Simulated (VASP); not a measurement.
# BiTe (Fm-3m) in VASP: a series of runs

BiTe is run at these levels: PBE; tasks: single point.

Everything below comes from runs of VASP 6.6.1. Logs are shortened: lines on timing, memory, paths and dates and some standing lists are left out, and cuts for length are marked.

### 1 The cell of the first run

Symmetry: Fm-3m, No. 225, cubic system. Conventional cell: a = 6.338 Å, b = 6.338 Å, c = 6.338 Å, α = 90.00°, β = 90.00°, γ = 90.00°. Within 4.2 Å of Bi (site symmetry m-3m) lie 6 Te at 3.17 Å. Within 4.2 Å of Te (site symmetry m-3m) lie 6 Bi at 3.17 Å.

### 2 Single point, PBE

The input, INCAR:

```
SYSTEM = BiTe
PREC = Accurate ; ENCUT = 520
EDIFF = 1E-7 ; ISMEAR = -1
SIGMA = 0.1 ; LREAL = .False.
LASPH = .True. ; NELM = 80
ALGO = Normal ; ISIF = 2
LWAVE = .False. ; LCHARG = .True.
GGA = PE ; LELF = .True.
LVHAR = .True. ; NBANDS = 18
```

The input, KPOINTS:

```
regular mesh
0
Gamma
  8 8 8
  0 0 0
```

The input, POSCAR:

```
BiTe
1.0
    0.0000000000      3.1689610617      3.1689610617
    3.1689610617      0.0000000000      3.1689610617
    3.1689610617      3.1689610617      0.0000000000
Bi Te
1 1
Direct
    0.0000000000      0.0000000000      0.0000000000
    0.5000000000      0.5000000000      0.5000000000
```

Potentials or basis: VASP PAW PBE potentials, release 64 (Bi_d, Te).

Launch:

```sh
cat potpaw_PBE.64/Bi_d/POTCAR potpaw_PBE.64/Te/POTCAR > POTCAR
mpirun -np 1 vasp_std > vasp.out
```

OUTCAR:

```text
SYSTEM = BiTe
   PREC = Accurate
   ENCUT = 520
   EDIFF = 1E-7
   ISMEAR = -1
   LREAL = .False.
   LASPH = .True.
   NELM = 80
   ISIF = 2
   GGA = PE

 ion  position               nearest neighbor table
   1  0.000  0.000  0.000-   2 3.17   2 3.17   2 3.17   2 3.17   2 3.17   2 3.17
   2  0.500  0.500  0.500-   1 3.17   1 3.17   1 3.17   1 3.17   1 3.17   1 3.17

  LATTYP: Found a face centered cubic cell.
 ALAT       =     6.3379221234

  Lattice vectors:

 A1 = (   0.0000000000,   3.1689610617,   3.1689610617)
 A2 = (   3.1689610617,   0.0000000000,   3.1689610617)
 A3 = (   3.1689610617,   3.1689610617,   0.0000000000)

Analysis of symmetry for initial positions (statically):
=====================================================================
 Subroutine PRICEL returns:
 Original cell was already a primitive cell.

 Routine SETGRP: Setting up the symmetry group for a
 face centered cubic supercell.

 Subroutine GETGRP returns: Found 48 space group operations
 (whereof 48 operations were pure point group operations)
 out of a pool of 48 trial point group operations.

The static configuration has the point symmetry O_h .

Analysis of symmetry for dynamics (positions and initial velocities):
=====================================================================
 Subroutine PRICEL returns:
 Original cell was already a primitive cell.

 Routine SETGRP: Setting up the symmetry group for a
 face centered cubic supercell.

 Subroutine GETGRP returns: Found 48 space group operations
 (whereof 48 operations were pure point group operations)
 out of a pool of 48 trial point group operations.

The dynamic configuration has the point symmetry O_h .

 Subroutine INISYM returns: Found 48 space group operations
 (whereof 48 operations are pure point group operations),
 and found     1 'primitive' translations

----------------------------------------------------------------------------------------

                                     Primitive cell

  volume of cell :      63.6474

  direct lattice vectors                    reciprocal lattice vectors
     0.000000000  3.168961062  3.168961062    -0.157780418  0.157780418  0.157780418
     3.168961062  0.000000000  3.168961062     0.157780418 -0.157780418  0.157780418
     3.168961062  3.168961062  0.000000000     0.157780418  0.157780418 -0.157780418

  length of vectors
     4.481587712  4.481587712  4.481587712     0.273283700  0.273283700  0.273283700

  position of ions in fractional coordinates (direct lattice)
     0.000000000  0.000000000  0.000000000
     0.500000000  0.500000000  0.500000000

  ion indices of the primitive-cell ions
   primitive index   ion index
                 1           1
                 2           2

----------------------------------------------------------------------------------------

 KPOINTS: regular mesh

Automatic generation of k-mesh.
 Grid dimensions read from file:
 generate k-points for:    8    8    8

 Generating k-lattice:

  Cartesian coordinates                     Fractional coordinates (reciprocal lattice)
    -0.019722552  0.019722552  0.019722552     0.125000000  0.000000000  0.000000000
     0.019722552 -0.019722552  0.019722552     0.000000000  0.125000000  0.000000000
     0.019722552  0.019722552 -0.019722552     0.000000000  0.000000000  0.125000000

  Length of vectors
     0.034160462  0.034160462  0.034160462

  Shift w.r.t. Gamma in fractional coordinates (k-lattice)
     0.000000000  0.000000000  0.000000000

 Subroutine IBZKPT returns following result:
 ===========================================

 Found     29 irreducible k-points:

 Following reciprocal coordinates:
            Coordinates               Weight
  0.000000  0.000000  0.000000      1.000000
  0.125000  0.000000  0.000000      8.000000
  0.250000  0.000000  0.000000      8.000000
  0.375000  0.000000  0.000000      8.000000
  0.500000  0.000000  0.000000      4.000000
  0.125000  0.125000  0.000000      6.000000
[... 16 lines left out ...]
  0.500000  0.250000  0.125000     48.000000
 -0.375000  0.250000  0.125000     24.000000
 [... further k-points ...]
   k-points           NKPTS =     29   k-points in BZ     NKDIM =     29   number of bands    NBANDS=     18
   number of dos      NEDOS =    301   number of ions     NIONS =      2
   total plane-waves  NPLWV =  46656
   dimension x,y,z NGX =    36 NGY =   36 NGZ =   36
   dimension x,y,z NGXF=    72 NGYF=   72 NGZF=   72
   ions per type =               1   1
   NGX,Y,Z   is equivalent  to a cutoff of  13.35, 13.35, 13.35 a.u.
   NGXF,Y,Z  is equivalent  to a cutoff of  26.71, 26.71, 26.71 a.u.
 SYSTEM =  BiTe
   PREC   = accura    normal or accurate (medium, high low for compatibility)
   ISTART =      0    job   : 0-new  1-cont  2-samecut
   ICHARG =      2    charge: 1-file 2-atom 10-const
   ISPIN  =      1    spin polarized calculation?
   LNONCOLLINEAR =      F non collinear calculations
   LSORBIT =      F    spin-orbit coupling
   LASPH  =      T    aspherical Exc in radial PAW
   ENCUT  =  520.0 eV  38.22 Ry    6.18 a.u.   8.33  8.33  8.33*2*pi/ulx,y,z
   NELM   =     80;   NELMIN=  2; NELMDL= -5     # of ELM steps
   EDIFF  = 0.1E-06   stopping-criterion for ELM
   LREAL  =      F    real-space projection
   EDIFFG = 0.1E-05   stopping-criterion for IOM
   NSW    =      0    number of steps for IOM
   IBRION =     -1    ionic relax: 0-MD 1-quasi-New 2-CG
   NFREE  =      0    steps in history (QN), initial steepest desc. (CG)
   ISIF   =      2    stress and relaxation
   ISYM   =      2    0-nonsym 1-usesym 2-fastsym
   POTIM  = 0.5000    time-step for ionic-motion
   TEBEG  =    0.0;   TEEND  =   0.0 temperature during run
   PSTRESS=    0.0 pullay stress
   NELECT =      21.0000    total number of electrons
   NUPDOWN=      -1.0000    fix difference up-down
   EMIN   =  10.00;   EMAX   =-10.00  energy-range for DOS
   EFERMI =   0.00;   METHOD = LEGACY
   ISMEAR =    -1;   SIGMA  =   0.10  broadening in eV -4-tet -1-fermi 0-gaus
   EFERMI_NEDOS =   21; number of points for ismear=-14 and -15
   IALGO  =     38    algorithm
   IMIX   =      4    mixing-type and parameters
     AMIX     =   0.40;   BMIX     =  1.00
     AMIX_MAG =   1.60;   BMIX_MAG =  1.00
  volume/ion in A,a.u.               =      31.82       214.76
  Fermi-wavevector in a.u.,A,eV,Ry     =   1.131239  2.137732 17.411398  1.279702
  Thomas-Fermi vector in A             =   2.267937
   LORBIT       =      0    0 simple, 1 ext, 2 COOP (PROOUT), +10 PAW based schemes
   GGA     = PE    functional components
[... 5 lines left out ...]
 non-spin polarized calculation
  energy-cutoff  :      520.00
  volume of cell :       63.65
 maximum number of plane-waves:      1732
 NGX is ok and might be reduce to    36
   NGX = 17   NGY = 17   NGZ = 17

 number of electron      21.0000001 magnetization

 Free energy of the ion-electron system (eV)
  ---------------------------------------------------
  ext. energy  EPLUGINS =         0.00000000
  ---------------------------------------------------
  free energy    TOTEN  =        -7.14026613 eV

  energy without entropy =       -7.10191008  energy(sigma->0) =       -7.12108811

 E-fermi :   7.4395     XC(G=0):  -9.7121

 val. band max:        7.3876334266   @ k =   0.5000   0.2500   0.1250
 cond. band min:       7.4956041431   @ k =  -0.2500   0.2500   0.0000
 fundamental gap:      0.1079707164
 Fermi energy:         7.4394531788

 k-point     1 :       0.0000    0.0000    0.0000
  band No.  band energies     occupation
      1     -15.7507      2.00000
      2     -15.7507      2.00000
      3     -15.7440      2.00000
      4     -15.7440      2.00000
      5     -15.7440      2.00000
      6      -6.5455      2.00000
[... 10 lines left out ...]
     17      13.8117      0.00000
     18      13.8464      0.00000

 k-point     2 :       0.1250    0.0000    0.0000
  band No.  band energies     occupation
      1     -15.7514      2.00000
      2     -15.7514      2.00000
      3     -15.7437      2.00000
      4     -15.7429      2.00000
      5     -15.7429      2.00000
      6      -6.3944      2.00000
[... 10 lines left out ...]
     17      14.7715      0.00000
     18      14.9328      0.00000

 k-point     3 :       0.2500    0.0000    0.0000
  band No.  band energies     occupation
      1     -15.7536      2.00000
      2     -15.7536      2.00000
      3     -15.7429      2.00000
      4     -15.7398      2.00000
      5     -15.7398      2.00000
      6      -5.9466      2.00000
[... 10 lines left out ...]
     17      16.6180      0.00000
     18      16.8044      0.00000

 k-point     4 :       0.3750    0.0000    0.0000
  band No.  band energies     occupation
      1     -15.7560      2.00000
      2     -15.7560      2.00000
      3     -15.7421      2.00000
      4     -15.7364      2.00000
      5     -15.7364      2.00000
      6      -5.2238      2.00000
[... 10 lines left out ...]
     17      17.0126      0.00000
     18      18.2781      0.00000

 k-point     5 :       0.5000    0.0000    0.0000
  band No.  band energies     occupation
      1     -15.7570      2.00000
      2     -15.7570      2.00000
      3     -15.7418      2.00000
      4     -15.7350      2.00000
      5     -15.7350      2.00000
      6      -4.4207      2.00000
[... 10 lines left out ...]
     17      15.6638      0.00000
     18      16.7699      0.00000

 k-point     6 :       0.1250    0.1250    0.0000
  band No.  band energies     occupation
      1     -15.7533      2.00000
      2     -15.7498      2.00000
      3     -15.7447      2.00000
      4     -15.7421      2.00000
      5     -15.7421      2.00000
      6      -6.3455      2.00000
[... 10 lines left out ...]
     17      14.1245      0.00000
     18      14.2917      0.00000

 k-point     7 :       0.2500    0.1250    0.0000
  band No.  band energies     occupation
      1     -15.7560      2.00000
      2     -15.7503      2.00000
      3     -15.7445      2.00000
      4     -15.7399      2.00000
      5     -15.7392      2.00000
      6      -6.0019      2.00000
[... 10 lines left out ...]
     17      15.1925      0.00000
     18      15.3038      0.00000

 k-point     8 :       0.3750    0.1250    0.0000
  band No.  band energies     occupation
      1     -15.7582      2.00000
      2     -15.7527      2.00000
      3     -15.7429      2.00000
      4     -15.7376      2.00000
      5     -15.7358      2.00000
      6      -5.3822      2.00000
[... 10 lines left out ...]
     17      16.6087      0.00000
     18      17.1384      0.00000
[... 229 lines left out ...]
     17      17.0505      0.00000
     18      17.5964      0.00000

 k-point    20 :      -0.3750    0.3750    0.0000
  band No.  band energies     occupation
      1     -15.7656      2.00000
      2     -15.7492      2.00000
      3     -15.7439      2.00000
      4     -15.7337      2.00000
      5     -15.7321      2.00000
      6      -4.2144      2.00000
[... 10 lines left out ...]
     17      17.2313      0.00000
     18      18.5093      0.00000

 k-point    21 :       0.5000    0.5000    0.0000
  band No.  band energies     occupation
      1     -15.7708      2.00000
      2     -15.7488      2.00000
      3     -15.7447      2.00000
      4     -15.7302      2.00000
      5     -15.7302      2.00000
      6      -4.5819      2.00000
[... 10 lines left out ...]
     17      17.2135      0.00000
     18      17.9808      0.00000

 k-point    22 :       0.3750    0.2500    0.1250
  band No.  band energies     occupation
      1     -15.7588      2.00000
      2     -15.7506      2.00000
      3     -15.7443      2.00000
      4     -15.7374      2.00000
      5     -15.7368      2.00000
      6      -5.5797      2.00000
[... 10 lines left out ...]
     17      15.3092      0.00000
     18      16.7286      0.00000

 k-point    23 :       0.5000    0.2500    0.1250
  band No.  band energies     occupation
      1     -15.7602      2.00000
      2     -15.7525      2.00000
      3     -15.7422      2.00000
      4     -15.7365      2.00000
      5     -15.7346      2.00000
      6      -4.9137      2.00000
[... 10 lines left out ...]
     17      16.3178      0.00000
     18      17.1673      0.00000

 k-point    24 :      -0.3750    0.2500    0.1250
  band No.  band energies     occupation
      1     -15.7605      2.00000
      2     -15.7535      2.00000
      3     -15.7401      2.00000
      4     -15.7374      2.00000
      5     -15.7335      2.00000
      6      -4.2216      2.00000
[... 10 lines left out ...]
     17      16.5190      0.00000
     18      18.6623      0.00000

 [... further k-points ...]
[... 5 lines left out ...]
  --------------------------------------------------------------------------------------
  -------------------------------------------------------------------------------------
  Total        1.6976994      1.6976994      1.6976994      0.0000000      0.0000000     -0.0000000
  in kB       42.7356860     42.7356860     42.7356860      0.0000000      0.0000000     -0.0000000
  external PRESSURE =      42.7356860 kB  Pullay stress =       0.0000000 kB

 VOLUME and BASIS-vectors are now :
 -----------------------------------------------------------------------------
  energy-cutoff  :      520.00
  volume of cell :       63.65
      direct lattice vectors                 reciprocal lattice vectors
     0.000000000  3.168961062  3.168961062    -0.157780418  0.157780418  0.157780418
     3.168961062  0.000000000  3.168961062     0.157780418 -0.157780418  0.157780418
     3.168961062  3.168961062  0.000000000     0.157780418  0.157780418 -0.157780418

 POSITION                                       TOTAL-FORCE (eV/Angst)
 -----------------------------------------------------------------------------------
      0.00000      0.00000      0.00000        -0.000000     -0.000000      0.000000
      3.16896      3.16896      3.16896         0.000000      0.000000     -0.000000
 -----------------------------------------------------------------------------------
    total drift:                               -0.000000      0.000000      0.000000

  FREE ENERGIE OF THE ION-ELECTRON SYSTEM (eV)
  ---------------------------------------------------
  free  energy   TOTEN  =        -7.1402661305 eV

  energy  without entropy=       -7.1019100802  energy(sigma->0) =       -7.12108811
```

Wall time 83 s (1 thread of AMD EPYC 7R13 (Zen 3), shared host); peak memory 0.18 GiB.

Results:

```
Free energy : -7.1403 eV
Pressure    : 4.3 GPa
```

Caveat: spin-orbit coupling is left out, which moves the levels of the heavy elements.

(Part 1 of 2 ends here.)
